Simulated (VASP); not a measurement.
Runs of VASP 6.6.1 on MoSe. The structure is that of space group F-43m (No. 216), or close to it. The cells are those of the table. 

| level | cell | smearing | gap on the mesh (eV) | pressure (GPa) | moment (μB) |
| --- | --- | --- | --- | --- | --- |
| PBE | a = 3.942 Å, angles 60.0°, 2 atoms | gaussian 0.05 eV | none | 5.8 | (a) |
| PBE | a = 4.017 Å, angles 60.0°, 2 atoms | tetrahedron | none | (c) | 1.16 |
| PBE | a = 4.017 Å, angles 60.0°, 2 atoms | gaussian 0.05 eV | none | (b) | 0.33 |
| r2SCAN | a = 4.017 Å, angles 60.0°, 2 atoms | gaussian 0.05 eV | none | -0.9 | 1.29 |

Alike in all rows: task single point; potentials or basis VASP PAW PBE potentials, release 64 (Mo_sv, Se); spin collinear, ferromagnetic start; k mesh 10 × 10 × 10; cutoff (eV) 520.

Problem. Fill in the values left out.

Solution. (a) 0.75; (b) -1.5; (c) 0.1.

Caveats: the PAW data sets were made with another functional, which shifts forces and pressure a little (some runs).

A k mesh can miss the band edges, and the runs leave out spin-orbit coupling on Mo, Se.

A gap of «none» marks levels without a gap at the run's occupations.
